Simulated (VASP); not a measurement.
# Cu5O in VASP: notebook

Cu5O is run at these levels: PBEsol; tasks: single point.

Everything below comes from runs of VASP 6.6.1. Logs are shortened: lines on timing, memory, paths and dates and some standing lists are left out, and cuts for length are marked.

### 1 The cell of the first run

The cell holds a slab with vacuum, 6 atoms: a = 2.520 Å, b = 2.520 Å, c = 26.127 Å, α = 90.00°, β = 90.00°, γ = 90.00°.

### 2 Single point, PBEsol

Input file INCAR:

```
PREC = Accurate
ENCUT = 520
EDIFF = 1E-7
ISMEAR = 0
SIGMA = 0.1
LREAL = False
LASPH = True
NELM = 100
ALGO = Normal
ISIF = 2
LWAVE = False
LCHARG = False
LDIPOL = True
IDIPOL = 3
DIPOL = 0.5 0.5 0.496
GGA = PS
NBANDS = 40
```

Input file KPOINTS:

```
regular mesh
0
Gamma
  11 11 1
```

Input file POSCAR:

```
Cu5O
1.0
    2.5196845177      0.0000000000      0.0000000000
    0.0000000000      2.5196845177      0.0000000000
    0.0000000000      0.0000000000     26.1267440356
Cu O
5 1
Direct
    0.5000000000      0.5000000000      0.3253371330
    0.0000000000      0.0000000000      0.3935310881
    0.5000000000      0.5000000000      0.4619860888
    0.0000000000      0.0000000000      0.5306232979
    0.5000000000      0.5000000000      0.5993577310
    0.5000000000      0.5000000000      0.6657917956
```

Potentials or basis: VASP PAW PBE potentials, release 64 (Cu, O).

Started as:

```
$ cat potpaw_PBE.64/Cu/POTCAR potpaw_PBE.64/O/POTCAR > POTCAR
$ mpirun -np 1 vasp_std > vasp.out
```

OUTCAR:

```text
PREC = Accurate
   ENCUT = 520
   EDIFF = 1E-7
   ISMEAR = 0
   LREAL = False
   LASPH = True
   NELM = 100
   ISIF = 2
   GGA = PS

 ion  position               nearest neighbor table
   1  0.500  0.500  0.325-   2 2.52   2 2.52   2 2.52   2 2.52
   2  0.000  0.000  0.394-   1 2.52   1 2.52   1 2.52   1 2.52   3 2.52   3 2.52   3 2.52   3 2.52

   3  0.500  0.500  0.462-   2 2.52   2 2.52   2 2.52   2 2.52   4 2.53   4 2.53   4 2.53   4 2.53

   4  0.000  0.000  0.531-   3 2.53   3 2.53   3 2.53   3 2.53   5 2.53   5 2.53   5 2.53   5 2.53

   5  0.500  0.500  0.599-   6 1.74   4 2.53   4 2.53   4 2.53   4 2.53
   6  0.500  0.500  0.666-   5 1.74

  LATTYP: Found a simple tetragonal cell.
 ALAT       =     2.5196845177
 C/A-ratio  =    10.3690536859

  Lattice vectors:

 A1 = (   2.5196845177,   0.0000000000,   0.0000000000)
 A2 = (   0.0000000000,   2.5196845177,   0.0000000000)
 A3 = (   0.0000000000,   0.0000000000,  26.1267440356)

Analysis of symmetry for initial positions (statically):
=====================================================================
 Subroutine PRICEL returns:
 Original cell was already a primitive cell.

 Routine SETGRP: Setting up the symmetry group for a
 simple tetragonal supercell.

 Subroutine GETGRP returns: Found  8 space group operations
 (whereof  8 operations were pure point group operations)
 out of a pool of 16 trial point group operations.

The static configuration has the point symmetry C_4v.

Analysis of symmetry for dynamics (positions and initial velocities):
=====================================================================
 Subroutine PRICEL returns:
 Original cell was already a primitive cell.

 Routine SETGRP: Setting up the symmetry group for a
 simple tetragonal supercell.

 Subroutine GETGRP returns: Found  8 space group operations
 (whereof  8 operations were pure point group operations)
 out of a pool of 16 trial point group operations.

The dynamic configuration has the point symmetry C_4v.

 Subroutine INISYM returns: Found  8 space group operations
 (whereof  8 operations are pure point group operations),
 and found     1 'primitive' translations

----------------------------------------------------------------------------------------

                                     Primitive cell

  volume of cell :     165.8737

  direct lattice vectors                    reciprocal lattice vectors
     2.519684518  0.000000000  0.000000000     0.396875082  0.000000000  0.000000000
     0.000000000  2.519684518  0.000000000     0.000000000  0.396875082  0.000000000
     0.000000000  0.000000000 26.126744036     0.000000000  0.000000000  0.038274957

  length of vectors
     2.519684518  2.519684518 26.126744036     0.396875082  0.396875082  0.038274957

  position of ions in fractional coordinates (direct lattice)
     0.500000000  0.500000000  0.325337133
     0.000000000  0.000000000  0.393531088
     0.500000000  0.500000000  0.461986089
     0.000000000  0.000000000  0.530623298
     0.500000000  0.500000000  0.599357731
     0.500000000  0.500000000  0.665791796

  ion indices of the primitive-cell ions
   primitive index   ion index
                 1           1
                 2           2
                 3           3
                 4           4
                 5           5
                 6           6

----------------------------------------------------------------------------------------

 KPOINTS: regular mesh

Automatic generation of k-mesh.
 Grid dimensions read from file:
 generate k-points for:   11   11    1

 Generating k-lattice:

  Cartesian coordinates                     Fractional coordinates (reciprocal lattice)
     0.036079553  0.000000000  0.000000000     0.090909091  0.000000000  0.000000000
     0.000000000  0.036079553  0.000000000     0.000000000  0.090909091  0.000000000
     0.000000000  0.000000000  0.038274957     0.000000000  0.000000000  1.000000000

  Length of vectors
     0.036079553  0.036079553  0.038274957

  Shift w.r.t. Gamma in fractional coordinates (k-lattice)
     0.000000000  0.000000000  0.000000000

 Subroutine IBZKPT returns following result:
 ===========================================

 Found     21 irreducible k-points:

 Following reciprocal coordinates:
            Coordinates               Weight
  0.000000  0.000000  0.000000      1.000000
  0.090909  0.000000  0.000000      4.000000
  0.181818  0.000000  0.000000      4.000000
  0.272727  0.000000  0.000000      4.000000
  0.363636  0.000000  0.000000      4.000000
  0.454545  0.000000  0.000000      4.000000
[... 13 lines left out ...]
  0.454545  0.363636  0.000000      8.000000
  0.454545  0.454545  0.000000      4.000000
   k-points           NKPTS =     21   k-points in BZ     NKDIM =     21   number of bands    NBANDS=     40
   number of dos      NEDOS =    301   number of ions     NIONS =      6
   total plane-waves  NPLWV =  78400
   dimension x,y,z NGX =    20 NGY =   20 NGZ =  196
   dimension x,y,z NGXF=    40 NGYF=   40 NGZF=  392
   ions per type =               5   1
   NGX,Y,Z   is equivalent  to a cutoff of  13.20, 13.20, 12.47 a.u.
   NGXF,Y,Z  is equivalent  to a cutoff of  26.39, 26.39, 24.94 a.u.
 SYSTEM =  unknown system
   PREC   = accura    normal or accurate (medium, high low for compatibility)
   ISTART =      0    job   : 0-new  1-cont  2-samecut
   ICHARG =      2    charge: 1-file 2-atom 10-const
   ISPIN  =      1    spin polarized calculation?
   LNONCOLLINEAR =      F non collinear calculations
   LSORBIT =      F    spin-orbit coupling
   LASPH  =      T    aspherical Exc in radial PAW
   ENCUT  =  520.0 eV  38.22 Ry    6.18 a.u.   4.68  4.68 48.58*2*pi/ulx,y,z
   NELM   =    100;   NELMIN=  2; NELMDL= -5     # of ELM steps
   EDIFF  = 0.1E-06   stopping-criterion for ELM
   LREAL  =      F    real-space projection
   EDIFFG = 0.1E-05   stopping-criterion for IOM
   NSW    =      0    number of steps for IOM
   IBRION =     -1    ionic relax: 0-MD 1-quasi-New 2-CG
   NFREE  =      0    steps in history (QN), initial steepest desc. (CG)
   ISIF   =      2    stress and relaxation
   ISYM   =      2    0-nonsym 1-usesym 2-fastsym
   POTIM  = 0.5000    time-step for ionic-motion
   TEBEG  =    0.0;   TEEND  =   0.0 temperature during run
   PSTRESS=    0.0 pullay stress
   NELECT =      61.0000    total number of electrons
   NUPDOWN=      -1.0000    fix difference up-down
   EMIN   =  10.00;   EMAX   =-10.00  energy-range for DOS
   EFERMI =   0.00;   METHOD = LEGACY
   ISMEAR =     0;   SIGMA  =   0.10  broadening in eV -4-tet -1-fermi 0-gaus
   EFERMI_NEDOS =   21; number of points for ismear=-14 and -15
   IALGO  =     38    algorithm
   IMIX   =      4    mixing-type and parameters
     AMIX     =   0.40;   BMIX     =  1.00
     AMIX_MAG =   1.60;   BMIX_MAG =  1.00
  volume/ion in A,a.u.               =      27.65       186.56
  Fermi-wavevector in a.u.,A,eV,Ry     =   1.172894  2.216449 18.717279  1.375681
  Thomas-Fermi vector in A             =   2.309316
   LORBIT       =      0    0 simple, 1 ext, 2 COOP (PROOUT), +10 PAW based schemes
   GGA     = PS    functional components
   LHFCALC =     F    Hartree Fock is set to
   AEXX    =    0.0000 exact exchange contribution
   IVDW    =     0    specifies the selected vdW correction
   LEPSILON=     F    determine dielectric tensor
   LRPA    =     F    only Hartree local field effects (RPA)
 non-spin polarized calculation
 Gauss-broadening in eV      SIGMA  =   0.10
  energy-cutoff  :      520.00
  volume of cell :      165.87
 maximum number of plane-waves:      4533
 NGX is ok and might be reduce to    20
   NGX =  9   NGY =  9   NGZ = 97

 dipolmoment           0.000000      0.000000     -0.144532 electrons x Angstroem

 number of electron      61.0000007 magnetization

 dipolmoment           0.000000      0.000000      0.150107 electrons x Angstroem

 Free energy of the ion-electron system (eV)
  ---------------------------------------------------
  ext. energy  EPLUGINS =         0.00000000
  ---------------------------------------------------
  free energy    TOTEN  =       -24.42045357 eV

  energy without entropy =      -24.40458970  energy(sigma->0) =      -24.41252163

 E-fermi :  -1.4346     XC(G=0):  -5.7859

 val. band max:       -1.4754368609   @ k =   0.2727   0.1818   0.0000
 cond. band min:      -1.4185535814   @ k =   0.4545   0.2727   0.0000
 fundamental gap:      0.0568832795
 Fermi energy:        -1.4346183038

 k-point     1 :       0.0000    0.0000    0.0000
  band No.  band energies     occupation
      1     -19.0607      2.00000
      2     -10.6581      2.00000
      3      -9.4421      2.00000
      4      -7.7407      2.00000
      5      -6.5446      2.00000
      6      -6.4055      2.00000
[... 32 lines left out ...]
     39       7.4894      0.00000
     40       8.2451      0.00000

 k-point     2 :       0.0909    0.0000    0.0000
  band No.  band energies     occupation
      1     -18.9969      2.00000
      2     -10.4554      2.00000
      3      -9.2528      2.00000
      4      -7.5774      2.00000
      5      -6.4361      2.00000
      6      -6.2903      2.00000
[... 32 lines left out ...]
     39       7.6655      0.00000
     40       8.4268      0.00000

 k-point     3 :       0.1818    0.0000    0.0000
  band No.  band energies     occupation
      1     -18.8201      2.00000
      2      -9.8625      2.00000
      3      -8.7114      2.00000
      4      -7.1472      2.00000
      5      -6.1845      2.00000
      6      -5.9955      2.00000
[... 724 lines left out ...]
  band No.  band energies     occupation
      1     -17.5619      2.00000
      2      -6.3192      2.00000
      3      -6.1489      2.00000
      4      -5.9702      2.00000
      5      -5.9281      2.00000
      6      -5.8131      2.00000
[... 32 lines left out ...]
     39       7.6784      0.00000
     40       8.2134      0.00000

 k-point    21 :       0.4545    0.4545    0.0000
  band No.  band energies     occupation
      1     -17.4347      2.00000
      2      -6.3739      2.00000
      3      -6.2615      2.00000
      4      -6.0187      2.00000
      5      -5.9842      2.00000
      6      -5.9640      2.00000
[... 32 lines left out ...]
     39       7.0325      0.00000
     40       7.7751      0.00000

------------------------ aborting loop because EDIFF is reached ----------------------------------------

 vacuum level on the upper side and lower side of the slab       (xc-potential included)         1.967        -2.221

  FORCE on cell =-STRESS in cart. coord.  units (eV):
  Direction    XX          YY          ZZ          XY          YZ          ZX
  --------------------------------------------------------------------------------------
  -------------------------------------------------------------------------------------
  Total       -2.0067300     -2.0067300      0.1328943      0.0000000      0.0000000      0.0000000
  in kB      -19.3830399    -19.3830399      1.2836284      0.0000000      0.0000000      0.0000000
  external PRESSURE =     -12.4941505 kB  Pullay stress =       0.0000000 kB

 VOLUME and BASIS-vectors are now :
 -----------------------------------------------------------------------------
  energy-cutoff  :      520.00
  volume of cell :      165.87
      direct lattice vectors                 reciprocal lattice vectors
     2.519684518  0.000000000  0.000000000     0.396875082  0.000000000  0.000000000
     0.000000000  2.519684518  0.000000000     0.000000000  0.396875082  0.000000000
     0.000000000  0.000000000 26.126744036     0.000000000  0.000000000  0.038274957

 POSITION                                       TOTAL-FORCE (eV/Angst)
 -----------------------------------------------------------------------------------
      1.25984      1.25984      8.50000        -0.000000      0.000000      0.178924
      0.00000      0.00000     10.28169         0.000000      0.000000     -0.199385
      1.25984      1.25984     12.07019         0.000000      0.000000      0.003896
      0.00000      0.00000     13.86346         0.000000      0.000000     -0.014672
      1.25984      1.25984     15.65927         0.000000     -0.000000     -0.185761
      1.25984      1.25984     17.39497         0.000000      0.000000      0.216998
 -----------------------------------------------------------------------------------
    total drift:                               -0.000000     -0.000000     -0.001009

  FREE ENERGIE OF THE ION-ELECTRON SYSTEM (eV)
  ---------------------------------------------------
  free  energy   TOTEN  =       -24.4204535669 eV

  energy  without entropy=      -24.4045896986  energy(sigma->0) =      -24.41252163

 vacuum level on the upper side and lower side of the slab         7.442         3.166
```

It took 5.9 min on 1 thread of Intel Xeon Platinum 8259CL at 2.50GHz (Skylake/Cascade Lake), shared host; peak memory 0.32 GiB.

Results:

```yaml
Free_energy: -24.4205 eV
Largest_force: 0.217 eV/Å
```

Forces in eV/Å, atoms in the order of the input:
```
Cu   0.000  0.000  0.179
Cu   0.000  0.000 -0.199
Cu   0.000  0.000  0.004
Cu   0.000  0.000 -0.015
Cu   0.000  0.000 -0.186
O    0.000  0.000  0.217
```

Levels at points of the mesh, in eV from the Fermi level:
| k point | band 28 | band 29 | band 30 | band 31 | band 32 | band 33 | band 34 | band 35 |
| --- | --- | --- | --- | --- | --- | --- | --- | --- |
| (0.00, 0.00, 0.00) | -1.48 | -1.48 | -1.42 | -0.94 | 0.47 | 0.47 | 0.78 | 4.63 |

Caveat: the PAW data sets were made with another functional, which shifts forces and pressure a little; an odd number of electrons without spin polarisation forces a metal; a magnetic or distorted state may lie lower. With open d or f shells a metallic result of PBEsol can be an artefact of self-interaction; +U or a hybrid may open a gap.

### 3 Single point, PBEsol

Input file INCAR:

```
SYSTEM = Cu5O
PREC = Accurate ; ENCUT = 520
EDIFF = 1E-7 ; ISMEAR = 0
SIGMA = 0.1 ; LREAL = .FALSE.
LASPH = .TRUE. ; NELM = 80
ALGO = Normal ; ISIF = 2
LWAVE = .FALSE. ; LCHARG = .FALSE.
LDIPOL = .TRUE. ; IDIPOL = 3
DIPOL = 0.5 0.5 0.491 ; GGA = PS
NBANDS = 40
```

Input file KPOINTS:

```
regular mesh
0
G
  11 11 1
  0 0 0
```

Input file POSCAR:

```
Cu5O
1.0
    2.5196845177      0.0000000000      0.0000000000
    0.0000000000      2.5196845177      0.0000000000
    0.0000000000      0.0000000000     26.1267440356
Cu O
5 1
Direct
    0.5000000000      0.5000000000      0.3253371330
    0.0000000000      0.0000000000      0.3935310881
    0.5000000000      0.5000000000      0.4621122545
    0.0000000000      0.0000000000      0.5293494676
    0.5000000000      0.5000000000      0.6080428093
    0.0000000000      0.0000000000      0.6292951337
```

Potentials or basis: VASP PAW PBE potentials, release 64 (Cu, O).

Started as:

```
$ cat potpaw_PBE.64/Cu/POTCAR potpaw_PBE.64/O/POTCAR > POTCAR
$ mpirun -np 1 vasp_std > vasp.out
```

OUTCAR:

```text
SYSTEM = Cu5O
   PREC = Accurate
   ENCUT = 520
   EDIFF = 1E-7
   ISMEAR = 0
   LREAL = .FALSE.
   LASPH = .TRUE.
   NELM = 80
   ISIF = 2
   GGA = PS

 ion  position               nearest neighbor table
   1  0.500  0.500  0.325-   2 2.52   2 2.52   2 2.52   2 2.52
   2  0.000  0.000  0.394-   1 2.52   1 2.52   1 2.52   1 2.52   3 2.53   3 2.53   3 2.53   3 2.53

   3  0.500  0.500  0.462-   4 2.50   4 2.50   4 2.50   4 2.50   2 2.53   2 2.53   2 2.53   2 2.53

[... 1117 lines left out ...]
  Total        5.5149160      5.5149160     -0.2950650      0.0000000      0.0000000      0.0000000
  in kB       53.2686707     53.2686707     -2.8500381      0.0000000      0.0000000      0.0000000
  external PRESSURE =      34.5624344 kB  Pullay stress =       0.0000000 kB

 VOLUME and BASIS-vectors are now :
 -----------------------------------------------------------------------------
  energy-cutoff  :      520.00
  volume of cell :      165.87
      direct lattice vectors                 reciprocal lattice vectors
     2.519684518  0.000000000  0.000000000     0.396875082  0.000000000  0.000000000
     0.000000000  2.519684518  0.000000000     0.000000000  0.396875082  0.000000000
     0.000000000  0.000000000 26.126744036     0.000000000  0.000000000  0.038274957

 POSITION                                       TOTAL-FORCE (eV/Angst)
 -----------------------------------------------------------------------------------
      1.25984      1.25984      8.50000        -0.000000      0.000000      0.220809
      0.00000      0.00000     10.28169        -0.000000      0.000000     -0.253301
      1.25984      1.25984     12.07349        -0.000000     -0.000000      0.000724
      0.00000      0.00000     13.83018        -0.000000     -0.000000      0.019086
      1.25984      1.25984     15.88618         0.000000      0.000000     -0.017235
      0.00000      0.00000     16.44143        -0.000000      0.000000      0.029917
 -----------------------------------------------------------------------------------
    total drift:                               -0.000000      0.000000     -0.002199

  FREE ENERGIE OF THE ION-ELECTRON SYSTEM (eV)
  ---------------------------------------------------
  free  energy   TOTEN  =       -25.9749372416 eV

  energy  without entropy=      -25.9571002598  energy(sigma->0) =      -25.96601875

 vacuum level on the upper side and lower side of the slab         5.561         4.276
```

OSZICAR:

```text
N       E                     dE             d eps       ncg     rms          rms(c)
DAV:   1     0.588237070020E+03    0.58824E+03   -0.26738E+04  1680   0.193E+03
DAV:   2     0.557726990412E+02   -0.53246E+03   -0.50478E+03  1736   0.408E+02
DAV:   3    -0.272369731064E+02   -0.83010E+02   -0.78069E+02  2368   0.199E+02
[... 25 lines left out ...]
DAV:  29    -0.259749361120E+02   -0.12531E-05   -0.45733E-08  1272   0.257E-03    0.507E-04
DAV:  30    -0.259749367867E+02   -0.67478E-06   -0.17007E-08  1160   0.233E-03    0.677E-04
DAV:  31    -0.259749370816E+02   -0.29490E-06   -0.17313E-08  1152   0.383E-03    0.966E-05
DAV:  32    -0.259749371905E+02   -0.10891E-06   -0.77637E-09  1128   0.100E-03    0.140E-04
DAV:  33    -0.259749372416E+02   -0.51038E-07   -0.24004E-09  1120   0.803E-04
   1 F= -.25974937E+02 E0= -.25966019E+02  d E =-.178370E-01
```

stdout:

```text
POSCAR found type information on POSCAR CuO
 POSCAR found :  2 types and       6 ions
 scaLAPACK will be used
 -----------------------------------------------------------------------------
|                                                                             |
|                                                                             |
|     You enforced a specific xc type in the INCAR file but a different       |
|     I HOPE YOU KNOW WHAT YOU ARE DOING!                                     |
|                                                                             |
 -----------------------------------------------------------------------------

 LDA part: xc-table for (Slater+PW92), standard interpolation
 POSCAR, INCAR and KPOINTS ok, starting setup
 FFT: planning ... GRIDC
 FFT: planning ... GRID_SOFT
 FFT: planning ... GRID
 WAVECAR not read
 entering main loop
```

Run time: 4.7 min. Hardware: 1 thread of Intel Xeon Platinum 8259CL at 2.50GHz (Skylake/Cascade Lake), shared host; peak memory 0.32 GiB.

Results:

| Item | Value |
| --- | --- |
| Free energy | -25.9749 eV |
| Largest force | 0.253 eV/Å |

Forces on the atoms (eV/Å):
```
Cu   0.000  0.000  0.221
Cu   0.000  0.000 -0.253
Cu   0.000  0.000  0.001
Cu   0.000  0.000  0.019
Cu   0.000  0.000 -0.017
O    0.000  0.000  0.030
```

Caveat: the PAW data sets were made with another functional, which shifts forces and pressure a little; an odd number of electrons without spin polarisation forces a metal; a magnetic or distorted state may lie lower. With open d or f shells a metallic result of PBEsol can be an artefact of self-interaction; +U or a hybrid may open a gap.
